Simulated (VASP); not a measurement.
# W16N in VASP: single point with PBE

Aim: the single point of W16N with PBE.

All numbers are computed with VASP 6.6.1; they aren't measurements. Logs are shortened: lines on timing, memory, paths and dates and some standing lists are left out, and cuts for length are marked.

## (1) The cell of the first run

The cell holds a slab with vacuum, 17 atoms: a = 5.514 Å, b = 5.514 Å, c = 25.753 Å, α = 90.00°, β = 90.00°, γ = 109.47°.

## (2) Single point, PBE

File INCAR:

```
ALGO = Fast
DIPOL = 0.5 0.5 0.471
EDIFF = 1E-6
ENCUT = 520
GGA = PE
IDIPOL = 3
ISIF = 2
ISMEAR = 0
LASPH = True
LCHARG = False
LDIPOL = True
LREAL = Auto
LWAVE = False
NBANDS = 128
NELM = 100
PREC = Accurate
SIGMA = 0.1
```

File KPOINTS:

```
k-points
0
Gamma
  6 6 1
```

File POSCAR:

```
W16N
1.0
    5.5140796781      0.0000000000      0.0000000000
   -1.8380265594      5.1987241765      0.0000000000
    0.0000000000      0.0000000000     25.7533408062
W N
16 1
Direct
    0.2500000000      0.2500000000      0.3300542661
    0.2500000000      0.7500000000      0.3300542661
    0.7500000000      0.2500000000      0.3300542661
    0.7500000000      0.7500000000      0.3300542661
    0.5000000000      0.5000000000      0.4174648130
    0.5000000000      0.0000000000      0.4174648130
    0.0000000000      0.5000000000      0.4174648130
    0.0000000000      0.0000000000      0.4174648130
    0.7509288219      0.7502709814      0.5059376430
    0.7513441786      0.2486558214      0.5033703605
    0.2498618089      0.7501381911      0.5046872283
    0.2497290186      0.2490711781      0.5059376430
   -0.0031923197      0.0031923197      0.5910681501
   -0.0009626477      0.4993085199      0.5918347613
    0.5006914801      0.0009626477      0.5918347613
    0.5079065622      0.4920934378      0.5885462595
    0.2108229199      0.7891770801      0.6343538923
```

Potentials or basis: VASP PAW PBE potentials, release 64 (W_sv, N).

Started as:

```bash
> cat potpaw_PBE.64/W_sv/POTCAR potpaw_PBE.64/N/POTCAR > POTCAR
> mpirun -np 1 vasp_std > vasp.out
```

OUTCAR:

```text
EDIFF = 1E-6
   ENCUT = 520
   GGA = PE
   ISIF = 2
   ISMEAR = 0
   LASPH = True
   LREAL = Auto
   NELM = 100
   PREC = Accurate

 ion  position               nearest neighbor table
   1  0.250  0.250  0.330-   2 2.76   2 2.76   3 2.76   3 2.76   5 2.76   8 2.76   4 3.18   4 3.18
                             6 3.18   7 3.18
   2  0.250  0.750  0.330-   1 2.76   1 2.76   4 2.76   4 2.76   6 2.76   7 2.76   3 3.18   3 3.18
                             8 3.18   5 3.18
   3  0.750  0.250  0.330-   4 2.76   4 2.76   1 2.76   1 2.76   6 2.76   7 2.76   2 3.18   2 3.18
                             8 3.18   5 3.18
   4  0.750  0.750  0.330-   3 2.76   3 2.76   2 2.76   2 2.76   5 2.76   8 2.76   1 3.18   1 3.18
                             6 3.18   7 3.18
   5  0.500  0.500  0.417-   6 2.76   6 2.76   7 2.76   7 2.76   1 2.76   4 2.76  12 2.78   9 2.78
                            10 3.16  11 3.18   8 3.18   8 3.18   3 3.18   2 3.18
   6  0.500  0.000  0.417-  10 2.73  11 2.75   5 2.76   5 2.76   8 2.76   8 2.76   2 2.76   3 2.76
                             7 3.18   7 3.18   1 3.18   4 3.18  12 3.20   9 3.21
   7  0.000  0.500  0.417-  10 2.73  11 2.75   8 2.76   8 2.76   5 2.76   5 2.76   2 2.76   3 2.76
                             6 3.18   6 3.18   1 3.18   4 3.18   9 3.20  12 3.21
   8  0.000  0.000  0.417-   7 2.76   7 2.76   6 2.76   6 2.76   1 2.76   4 2.76   9 2.78  12 2.78
                            10 3.15  11 3.18   5 3.18   5 3.18   3 3.18   2 3.18
   9  0.751  0.750  0.506-  16 2.66  13 2.71  10 2.75  11 2.75  11 2.76  10 2.77   8 2.78   5 2.78
                            14 3.15  15 3.16  12 3.18  12 3.19   7 3.20   6 3.21
  10  0.751  0.249  0.503-   7 2.73   6 2.73   9 2.75  12 2.75   9 2.77  12 2.77  14 2.78  15 2.78
                            16 3.10   8 3.15  13 3.16   5 3.16  11 3.18  11 3.18
  11  0.250  0.750  0.505-  12 2.75   9 2.75   7 2.75   6 2.75  14 2.75  15 2.75  12 2.76   9 2.76
                            16 3.17   8 3.18   5 3.18  10 3.18  10 3.18  13 3.18
  12  0.250  0.249  0.506-  16 2.66  13 2.71  10 2.75  11 2.75  11 2.76  10 2.77   8 2.78   5 2.78
                            15 3.15  14 3.16   9 3.18   9 3.19   6 3.20   7 3.21
  13  0.997  0.003  0.591-  17 2.23   9 2.71  12 2.71  14 2.73  15 2.73  14 2.78  15 2.78  10 3.16
                            11 3.18  16 3.19  16 3.19
  14  0.999  0.499  0.592-  17 1.97  16 2.70  13 2.73  11 2.75  10 2.78  13 2.78  16 2.82   9 3.15
                            12 3.16  15 3.17  15 3.19
  15  0.501  0.001  0.592-  17 1.97  16 2.70  13 2.73  11 2.75  10 2.78  13 2.78  16 2.82  12 3.15
                             9 3.16  14 3.17  14 3.19
  16  0.508  0.492  0.589-   9 2.66  12 2.66  15 2.70  14 2.70  15 2.82  14 2.82  10 3.10  11 3.17
                            13 3.19  13 3.19
  17  0.211  0.789  0.634-  14 1.97  15 1.97  13 2.23

  LATTYP: Found a base centered orthorhombic cell.
 ALAT       =     6.3671107729
 B/A-ratio  =     1.4142135624
 C/A-ratio  =     4.0447452109

  Lattice vectors:

 A1 = (   5.5140796781,   0.0000000000,   0.0000000000)
 A2 = (  -1.8380265594,   5.1987241765,   0.0000000000)
 A3 = (   0.0000000000,   0.0000000000,  25.7533408062)

Analysis of symmetry for initial positions (statically):
=====================================================================
 Subroutine PRICEL returns:
 Original cell was already a primitive cell.

 Routine SETGRP: Setting up the symmetry group for a
 base centered orthorhombic supercell.
[... 167 lines left out ...]
   LRPA    =     F    only Hartree local field effects (RPA)
 non-spin polarized calculation
 RMM-DIIS sequential band-by-band and
 Gauss-broadening in eV      SIGMA  =   0.10
  energy-cutoff  :      520.00
  volume of cell :      738.25
 maximum number of plane-waves:     19898
 NGX is ok and might be reduce to    42
   NGX = 21   NGY = 21   NGZ = 95

 dipolmoment           0.000000      0.000000     -0.010170 electrons x Angstroem

 number of electron     229.0000027 magnetization

 dipolmoment           0.000000      0.000000      0.005924 electrons x Angstroem

 Free energy of the ion-electron system (eV)
  ---------------------------------------------------
  ext. energy  EPLUGINS =         0.00000000
  ---------------------------------------------------
  free energy    TOTEN  =      -205.78904895 eV

  energy without entropy =     -205.73001256  energy(sigma->0) =     -205.75953076

 E-fermi :   0.8547     XC(G=0):  -5.6233

 val. band max:        0.8268991807   @ k =  -0.1667   0.1667   0.0000
 cond. band min:       0.8584232444   @ k =   0.0000   0.0000   0.0000
 fundamental gap:      0.0315240637
 Fermi energy:         0.8546550101

 k-point     1 :       0.0000    0.0000    0.0000
  band No.  band energies     occupation
      1     -73.3466      2.00000
      2     -73.3148      2.00000
      3     -73.3058      2.00000
      4     -73.2487      2.00000
      5     -73.2405      2.00000
      6     -73.2254      2.00000
[... 1666 lines left out ...]
    125       1.4827      0.00000
    126       1.6205      0.00000
 [bands above 126 left out]

------------------------ aborting loop because EDIFF is reached ----------------------------------------

 vacuum level on the upper side and lower side of the slab       (xc-potential included)        -0.104        -0.139

  FORCE on cell =-STRESS in cart. coord.  units (eV):
  Direction    XX          YY          ZZ          XY          YZ          ZX
  --------------------------------------------------------------------------------------
  -------------------------------------------------------------------------------------
  Total      -14.8314834    -16.5972802     -5.0655874     -2.4972139      0.0452432     -0.0639846
  in kB      -32.1878362    -36.0200341    -10.9935261     -5.4195463      0.0981885     -0.1388617
  external PRESSURE =     -26.4004655 kB  Pullay stress =       0.0000000 kB

 VOLUME and BASIS-vectors are now :
 -----------------------------------------------------------------------------
  energy-cutoff  :      520.00
  volume of cell :      738.25
      direct lattice vectors                 reciprocal lattice vectors
     5.514079678  0.000000000  0.000000000     0.181353926  0.064118296  0.000000000
    -1.838026559  5.198724176  0.000000000     0.000000000  0.192354887  0.000000000
     0.000000000  0.000000000 25.753340806     0.000000000  0.000000000  0.038829914

 POSITION                                       TOTAL-FORCE (eV/Angst)
 -----------------------------------------------------------------------------------
      0.91901      1.29968      8.50000         0.000880     -0.031733      0.681571
     -0.00000      3.89904      8.50000        -0.003852      0.002724      0.467335
      3.67605      1.29968      8.50000        -0.011107      0.007854      0.601851
      2.75704      3.89904      8.50000         0.030212      0.009748      0.681571
      1.83803      2.59936     10.75111        -0.092930      0.065711     -0.744096
      2.75704      0.00000     10.75111         0.056474      0.094218     -0.532225
[... 9 lines left out ...]
      1.89616      2.55826     15.15703        -0.009770      0.006908      0.032014
     -0.28803      4.10271     16.33673        -0.007021      0.004965      0.128306
 -----------------------------------------------------------------------------------
    total drift:                                0.002064     -0.001459     -0.003556

  FREE ENERGIE OF THE ION-ELECTRON SYSTEM (eV)
  ---------------------------------------------------
  free  energy   TOTEN  =      -205.7890489490 eV

  energy  without entropy=     -205.7300125641  energy(sigma->0) =     -205.75953076

 vacuum level on the upper side and lower side of the slab         5.723         5.687
```

stdout:

```text
POSCAR found type information on POSCAR W N
 POSCAR found :  2 types and      17 ions
 scaLAPACK will be used
 LDA part: xc-table for (Slater+PW92), standard interpolation
 POSCAR, INCAR and KPOINTS ok, starting setup
 FFT: planning ... GRIDC
 FFT: planning ... GRID_SOFT
 FFT: planning ... GRID
 WAVECAR not read
 entering main loop
```

It took 1.7 h on 1 thread of Oxide Virtual Turin-like, shared host; peak memory 1.2 GiB.

Results:

```yaml
Free_energy: -205.7890 eV
Largest_force: 0.753 eV/Å
Band_gap_on_the_k_mesh: zero (an odd number of electrons rules out a gap without spin polarisation)
```

Forces in eV/Å, atoms in the order of the input:
```
W    0.001 -0.032  0.682
W   -0.004  0.003  0.467
W   -0.011  0.008  0.602
W    0.030  0.010  0.682
W   -0.093  0.066 -0.744
W    0.056  0.094 -0.532
W   -0.070 -0.085 -0.532
W    0.092 -0.065 -0.744
W   -0.001  0.004 -0.005
W    0.002 -0.001  0.014
W    0.005 -0.004  0.009
W   -0.004 -0.001 -0.005
W   -0.044  0.031  0.001
W   -0.020 -0.087 -0.028
W    0.075  0.048 -0.028
W   -0.010  0.007  0.032
N   -0.007  0.005  0.128
```

Levels at points of the mesh, in eV from the Fermi level:
```csv
k point,band 111,band 112,band 113,band 114,band 115,band 116,band 117,band 118,band 119,band 120
"(0.00, 0.00, 0.00)",0.42,0.61,0.66,0.70,0.84,0.87,1.04,1.15,1.44,1.65
"(0.50, 0.00, 0.00)",-0.97,-0.89,-0.85,-0.63,-0.13,0.07,0.43,0.54,0.70,0.71
"(0.50, 0.50, 0.00)",-0.82,-0.80,-0.74,-0.64,-0.54,-0.48,-0.32,-0.25,0.02,0.15
```

Caveat: spin-orbit coupling is left out, which moves the levels of the heavy elements.

The gap in the log of VASP goes by the Fermi energy; the results here count the filled bands.